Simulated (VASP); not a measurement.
# HfSiO4 (P4/mmm) in VASP: a series of runs

The runs below take HfSiO4 through single point, relaxation of cell and atoms, with PBEsol.

Everything below comes from runs of VASP 6.6.1. Logs are shortened: lines on timing, memory, paths and dates and some standing lists are left out, and cuts for length are marked.

### Step 1. The cell of the first run

Symmetry: P4/mmm, No. 123, tetragonal system. The conventional cell has a = 3.187 Å, b = 3.187 Å, c = 6.085 Å, α = 90.00°, β = 90.00°, γ = 90.00°. Hf (site symmetry 4/mmm) has 8 O at 2.51 Å and 4 Hf at 3.19 Å within 3.3 Å. Si (site symmetry 4/mmm) has 6 O at 1.59 to 1.94 Å within 2.1 Å. O (site symmetry 4mm) has 1 Si at 1.94 Å and 5 O at 2.20 to 2.51 Å and 4 Hf at 2.51 Å within 2.6 Å. O (site symmetry mmm) has 2 Si at 1.59 Å within 2.1 Å.

### Step 2. Single point, PBEsol

INCAR

```
PREC = Accurate ; ENCUT = 520
EDIFF = 1E-6 ; ISMEAR = -1
SIGMA = 0.03 ; LREAL = False
LASPH = True ; NELM = 100
ALGO = Normal ; ISIF = 2
LWAVE = False ; LCHARG = False
GGA = PS ; NBANDS = 28
```

KPOINTS

```
regular mesh
0
Gamma
  6 6 4
```

POSCAR

```
HfSiO4
1.0
    3.1869913675      0.0000000000      0.0000000000
    0.0000000000      3.1869913675      0.0000000000
    0.0000000000      0.0000000000      6.0846590165
Hf Si O
1 1 4
Direct
    0.0000000000      0.0000000000      0.0000000000
    0.5000000000      0.5000000000      0.5000000000
    0.5000000000      0.5000000000      0.8192836394
    0.5000000000      0.5000000000      0.1807163606
    0.5000000000      0.0000000000      0.5000000000
    0.0000000000      0.5000000000      0.5000000000
```

Potentials or basis: VASP PAW PBE potentials, release 64 (Hf_pv, Si, O).

Launch:

```
> cat potpaw_PBE.64/Hf_pv/POTCAR potpaw_PBE.64/Si/POTCAR potpaw_PBE.64/O/POTCAR > POTCAR
> mpirun -np 1 vasp_std > vasp.out
```

OUTCAR:

```text
PREC = Accurate
   ENCUT = 520
   EDIFF = 1E-6
   ISMEAR = -1
   LREAL = False
   LASPH = True
   NELM = 100
   ISIF = 2
   GGA = PS

 ion  position               nearest neighbor table
   1  0.000  0.000  0.000-   3 2.51   4 2.51   3 2.51   4 2.51   3 2.51   4 2.51   3 2.51   4 2.51

   2  0.500  0.500  0.500-   5 1.59   6 1.59   5 1.59   6 1.59   3 1.94   4 1.94
   3  0.500  0.500  0.819-   2 1.94   1 2.51   1 2.51   1 2.51   1 2.51
   4  0.500  0.500  0.181-   2 1.94   1 2.51   1 2.51   1 2.51   1 2.51
   5  0.500  0.000  0.500-   2 1.59   2 1.59
   6  0.000  0.500  0.500-   2 1.59   2 1.59

  LATTYP: Found a simple tetragonal cell.
 ALAT       =     3.1869913675
 C/A-ratio  =     1.9092172883

  Lattice vectors:

 A1 = (   3.1869913675,   0.0000000000,   0.0000000000)
 A2 = (   0.0000000000,   3.1869913675,   0.0000000000)
 A3 = (   0.0000000000,   0.0000000000,   6.0846590165)

Analysis of symmetry for initial positions (statically):
=====================================================================
 Subroutine PRICEL returns:
 Original cell was already a primitive cell.

 Routine SETGRP: Setting up the symmetry group for a
 simple tetragonal supercell.

 Subroutine GETGRP returns: Found 16 space group operations
 (whereof 16 operations were pure point group operations)
 out of a pool of 16 trial point group operations.

The static configuration has the point symmetry D_4h.

Analysis of symmetry for dynamics (positions and initial velocities):
=====================================================================
 Subroutine PRICEL returns:
 Original cell was already a primitive cell.

 Routine SETGRP: Setting up the symmetry group for a
 simple tetragonal supercell.

 Subroutine GETGRP returns: Found 16 space group operations
 (whereof 16 operations were pure point group operations)
 out of a pool of 16 trial point group operations.

The dynamic configuration has the point symmetry D_4h.

 Subroutine INISYM returns: Found 16 space group operations
 (whereof 16 operations are pure point group operations),
 and found     1 'primitive' translations

----------------------------------------------------------------------------------------

                                     Primitive cell

  volume of cell :      61.8014

  direct lattice vectors                    reciprocal lattice vectors
     3.186991368  0.000000000  0.000000000     0.313775560  0.000000000  0.000000000
     0.000000000  3.186991368  0.000000000     0.000000000  0.313775560  0.000000000
[... 96 lines left out ...]
   NSW    =      0    number of steps for IOM
   IBRION =     -1    ionic relax: 0-MD 1-quasi-New 2-CG
   NFREE  =      0    steps in history (QN), initial steepest desc. (CG)
   ISIF   =      2    stress and relaxation
   ISYM   =      2    0-nonsym 1-usesym 2-fastsym
   POTIM  = 0.5000    time-step for ionic-motion
   TEBEG  =    0.0;   TEEND  =   0.0 temperature during run
   PSTRESS=    0.0 pullay stress
   NELECT =      38.0000    total number of electrons
   NUPDOWN=      -1.0000    fix difference up-down
   EMIN   =  10.00;   EMAX   =-10.00  energy-range for DOS
   EFERMI =   0.00;   METHOD = LEGACY
   ISMEAR =    -1;   SIGMA  =   0.03  broadening in eV -4-tet -1-fermi 0-gaus
   EFERMI_NEDOS =   21; number of points for ismear=-14 and -15
   IALGO  =     38    algorithm
   IMIX   =      4    mixing-type and parameters
     AMIX     =   0.40;   BMIX     =  1.00
     AMIX_MAG =   1.60;   BMIX_MAG =  1.00
  volume/ion in A,a.u.               =      10.30        69.51
  Fermi-wavevector in a.u.,A,eV,Ry     =   1.392099  2.630685 26.367257  1.937939
  Thomas-Fermi vector in A             =   2.515874
   LORBIT       =      0    0 simple, 1 ext, 2 COOP (PROOUT), +10 PAW based schemes
   GGA     = PS    functional components
   LHFCALC =     F    Hartree Fock is set to
   AEXX    =    0.0000 exact exchange contribution
   IVDW    =     0    specifies the selected vdW correction
   LEPSILON=     F    determine dielectric tensor
   LRPA    =     F    only Hartree local field effects (RPA)
 non-spin polarized calculation
  energy-cutoff  :      520.00
  volume of cell :       61.80
 maximum number of plane-waves:      1696
 NGX is ok and might be reduce to    24
   NGX = 11   NGY = 11   NGZ = 23

 number of electron      37.9999983 magnetization

 Free energy of the ion-electron system (eV)
  ---------------------------------------------------
  ext. energy  EPLUGINS =         0.00000000
  ---------------------------------------------------
  free energy    TOTEN  =       -49.12180541 eV

  energy without entropy =      -49.11961376  energy(sigma->0) =      -49.12070958

 E-fermi :   5.9514     XC(G=0): -11.7493

 val. band max:        5.8776196414   @ k =   0.1667   0.1667   0.0000
 cond. band min:       6.0438525967   @ k =   0.3333   0.3333   0.0000
 fundamental gap:      0.1662329553
 Fermi energy:         5.9513531745

 k-point     1 :       0.0000    0.0000    0.0000
  band No.  band energies     occupation
      1     -27.0099      2.00000
      2     -26.3982      2.00000
      3     -26.3982      2.00000
      4     -16.0328      2.00000
      5     -12.8733      2.00000
      6     -12.0418      2.00000
[... 733 lines left out ...]
     27      14.8916      0.00000
     28      16.4247      0.00000

 [... further k-points ...]

------------------------ aborting loop because EDIFF is reached ----------------------------------------

  FORCE on cell =-STRESS in cart. coord.  units (eV):
  Direction    XX          YY          ZZ          XY          YZ          ZX
  --------------------------------------------------------------------------------------
  -------------------------------------------------------------------------------------
  Total       -0.1384229     -0.1384229     -0.1909844      0.0000000      0.0000000      0.0000000
  in kB       -3.5885631     -3.5885631     -4.9512008      0.0000000      0.0000000      0.0000000
  external PRESSURE =      -4.0427757 kB  Pullay stress =       0.0000000 kB

 VOLUME and BASIS-vectors are now :
 -----------------------------------------------------------------------------
  energy-cutoff  :      520.00
  volume of cell :       61.80
      direct lattice vectors                 reciprocal lattice vectors
     3.186991368  0.000000000  0.000000000     0.313775560  0.000000000  0.000000000
     0.000000000  3.186991368  0.000000000     0.000000000  0.313775560  0.000000000
     0.000000000  0.000000000  6.084659016     0.000000000  0.000000000  0.164347747

 POSITION                                       TOTAL-FORCE (eV/Angst)
 -----------------------------------------------------------------------------------
      0.00000      0.00000      0.00000         0.000000      0.000000      0.000000
      1.59350      1.59350      3.04233         0.000000      0.000000      0.000000
      1.59350      1.59350      4.98506         0.000000     -0.000000      0.074702
      1.59350      1.59350      1.09960        -0.000000      0.000000     -0.074702
      1.59350      0.00000      3.04233         0.000000      0.000000      0.000000
      0.00000      1.59350      3.04233         0.000000      0.000000      0.000000
 -----------------------------------------------------------------------------------
    total drift:                                0.000000     -0.000000     -0.000000

  FREE ENERGIE OF THE ION-ELECTRON SYSTEM (eV)
  ---------------------------------------------------
  free  energy   TOTEN  =       -49.1218054059 eV

  energy  without entropy=      -49.1196137601  energy(sigma->0) =      -49.12070958
```

OSZICAR:

```text
N       E                     dE             d eps       ncg     rms          rms(c)
DAV:   1     0.188875100720E+03    0.18888E+03   -0.21228E+04  1680   0.133E+03
DAV:   2    -0.496544060173E+02   -0.23853E+03   -0.23052E+03  2028   0.315E+02
DAV:   3    -0.605036205073E+02   -0.10849E+02   -0.10791E+02  2064   0.638E+01
DAV:   4    -0.605906267130E+02   -0.87006E-01   -0.86941E-01  2060   0.633E+00
DAV:   5    -0.605914196122E+02   -0.79290E-03   -0.79286E-03  2028   0.580E-01    0.279E+01
DAV:   6    -0.496535387565E+02    0.10938E+02   -0.31922E+01  1804   0.322E+01    0.271E+01
DAV:   7    -0.493043140636E+02    0.34922E+00   -0.17794E+00  1916   0.803E+00    0.210E+01
DAV:   8    -0.491966524768E+02    0.10766E+00   -0.78456E-01  1844   0.604E+00    0.210E+00
DAV:   9    -0.491283587222E+02    0.68294E-01   -0.22703E-01  1900   0.378E+00    0.169E+00
DAV:  10    -0.491221258354E+02    0.62329E-02   -0.27933E-02  1872   0.112E+00    0.351E-01
DAV:  11    -0.491224161270E+02   -0.29029E-03   -0.14252E-02  1928   0.749E-01    0.198E-01
DAV:  12    -0.491218759272E+02    0.54020E-03   -0.39635E-03  1932   0.490E-01    0.159E-01
DAV:  13    -0.491217913545E+02    0.84573E-04   -0.55782E-04  1872   0.154E-01    0.290E-02
DAV:  14    -0.491218080730E+02   -0.16718E-04   -0.10435E-04  1856   0.632E-02    0.225E-02
DAV:  15    -0.491218055165E+02    0.25564E-05   -0.92366E-06  1992   0.229E-02    0.806E-03
DAV:  16    -0.491218054059E+02    0.11060E-06   -0.21624E-06  1364   0.832E-03
   1 F= -.49121805E+02 E0= -.49120710E+02  d E =-.219165E-02
```

stdout:

```text
POSCAR found type information on POSCAR HfSiO
 POSCAR found :  3 types and       6 ions
 scaLAPACK will be used
 -----------------------------------------------------------------------------
|                                                                             |
|                                                                             |
|     You enforced a specific xc type in the INCAR file but a different       |
|     I HOPE YOU KNOW WHAT YOU ARE DOING!                                     |
|                                                                             |
 -----------------------------------------------------------------------------

 LDA part: xc-table for (Slater+PW92), standard interpolation
 POSCAR, INCAR and KPOINTS ok, starting setup
 FFT: planning ... GRIDC
 FFT: planning ... GRID_SOFT
 FFT: planning ... GRID
 WAVECAR not read
 entering main loop
```

It took 29 s on 1 thread of Intel Xeon Platinum 8488C (Sapphire Rapids), shared host; peak memory 0.2 GiB.

Results:

```yaml
Free_energy: -49.1218 eV
Pressure: -0.4 GPa
Largest_force: 0.075 eV/Å
Band_gap_on_the_k_mesh: zero (bands 19 and 20 overlap by 1.93 eV)
```

Forces in eV/Å, atoms in the order of the input:
```
Hf   0.000  0.000  0.000
Si   0.000  0.000  0.000
O    0.000  0.000  0.075
O    0.000  0.000 -0.075
O    0.000  0.000  0.000
O    0.000  0.000  0.000
```

Caveat: the PAW data sets were made with another functional, which shifts forces and pressure a little; spin-orbit coupling is left out, which moves the levels of the heavy elements.

### Step 3. Relaxation of cell and atoms, PBEsol

This run uses another cell than the first one, of 10.67 Å³/atom.

INCAR

```
PREC = Accurate ; ENCUT = 600
EDIFF = 1E-6 ; ISMEAR = -1
SIGMA = 0.03 ; LREAL = False
LASPH = True ; NELM = 100
ALGO = Normal ; ISIF = 3
LWAVE = False ; LCHARG = False
GGA = PS ; IBRION = 2
NSW = 100 ; EDIFFG = -0.01
```

KPOINTS is that of step 2.

POSCAR

```
HfSiO4
1.0
    3.3389788100      0.0000000000      0.0000000000
    0.0000000000      3.3389788100      0.0000000000
    0.0000000000      0.0000000000      5.7440747200
Hf Si O
1 1 4
Direct
    0.0000000000      0.0000000000      0.0000000000
    0.5000000000      0.5000000000      0.5000000000
    0.5000000000      0.5000000000      0.7816317300
    0.5000000000      0.5000000000      0.2183682700
    0.5000000000      0.0000000000      0.5000000000
    0.0000000000      0.5000000000      0.5000000000
```

Potentials or basis: VASP PAW PBE potentials, release 64 (Hf_pv, Si, O).

Launch:

```
> cat potpaw_PBE.64/Hf_pv/POTCAR potpaw_PBE.64/Si/POTCAR potpaw_PBE.64/O/POTCAR > POTCAR
> mpirun -np 1 vasp_std > vasp.out
```

Run time: 4.5 min. Hardware: 1 thread of Intel Xeon Platinum 8488C (Sapphire Rapids), shared host; peak memory 0.24 GiB.

Results (log left out):

```yaml
Free_energy: -49.1408 eV
Relaxed_volume: 10.27 Å³/atom
Relaxed_cell: a = 3.184 Å, b = 3.184 Å, c = 6.077 Å, α = 90.00°, β = 90.00°, γ = 90.00°
Space_group_after_relaxing_to_0.1_Å: P4/mmm (No. 123)
Energy_gained_by_relaxing: 345.7 meV/atom
Ionic_steps: 11
Pressure_after_relaxing: 0.1 GPa
Largest_force_after_relaxing: 0.005 eV/Å
Band_gap_on_the_k_mesh: zero (bands 19 and 20 overlap by 1.94 eV)
```

Forces on the atoms (eV/Å):
```
Hf   0.000  0.000  0.000
Si   0.000  0.000  0.000
O    0.000  0.000 -0.005
O    0.000  0.000  0.005
O    0.000  0.000  0.000
O    0.000  0.000  0.000
```

Stress tensor (GPa, compression positive):
```
 0.11  0.00  0.00
 0.00  0.11  0.00
 0.00  0.00 -0.01
```

Step by step:
| step | energy change (eV) | largest force (eV/Å) | pressure (GPa) | volume (Å³) |
| --- | --- | --- | --- | --- |
| 1 | 0.0000 | 8.3187 | 0.34 | 64.04 |
| 2 | -0.7711 | 6.9176 | -0.86 | 63.93 |
| 3 | -1.9000 | 0.7775 | -10.81 | 64.06 |
| 4 | -1.8652 | 0.2306 | 17.14 | 58.15 |
| 5 | -2.0632 | 0.5011 | 0.92 | 61.14 |
| 6 | -2.0632 | 0.4960 | 1.18 | 61.08 |
| 7 | -2.0722 | 0.2677 | 0.07 | 61.56 |
| 8 | -2.0737 | 0.0643 | 0.36 | 61.43 |
| 9 | -2.0742 | 0.0229 | -0.16 | 61.60 |
| 10 | -2.0743 | 0.0129 | -0.28 | 61.65 |
| 11 | -2.0744 | 0.0050 | 0.07 | 61.60 |

Final structure:
```
Hf Si O
1.0
     3.18391    0.00000    0.00000
     0.00000    3.18391    0.00000
     0.00000    0.00000    6.07685
Hf Si O
1 1 4
Direct
  0.00000 0.00000 0.00000
  0.50000 0.50000 0.50000
  0.50000 0.50000 0.81968
  0.50000 0.50000 0.18032
  0.50000 0.00000 0.50000
  0.00000 0.50000 0.50000
```

Levels at points of the mesh, in eV from the Fermi level:
| k point | band 17 | band 18 | band 19 | band 20 | band 21 | band 22 |
| --- | --- | --- | --- | --- | --- | --- |
| (0.00, 0.00, 0.00) | -1.78 | -1.06 | -1.06 | -0.88 | 0.67 | 1.77 |
| (0.50, 0.00, 0.00) | -2.71 | -1.80 | -1.47 | 0.34 | 1.77 | 2.33 |
| (0.50, 0.50, 0.00) | -2.31 | -2.31 | 0.88 | 1.56 | 3.77 | 3.93 |
| (0.00, 0.00, 0.50) | -2.28 | -1.29 | -1.06 | -1.06 | 1.26 | 2.41 |
| (0.50, 0.00, 0.50) | -2.42 | -2.32 | -2.21 | 0.69 | 1.31 | 2.39 |
| (0.50, 0.50, 0.50) | -2.29 | -1.80 | 0.88 | 1.04 | 3.46 | 3.91 |

Caveat: the PAW data sets were made with another functional, which shifts forces and pressure a little; spin-orbit coupling is left out, which moves the levels of the heavy elements.

The gap in the log of VASP goes by the Fermi energy; the results here count the filled bands.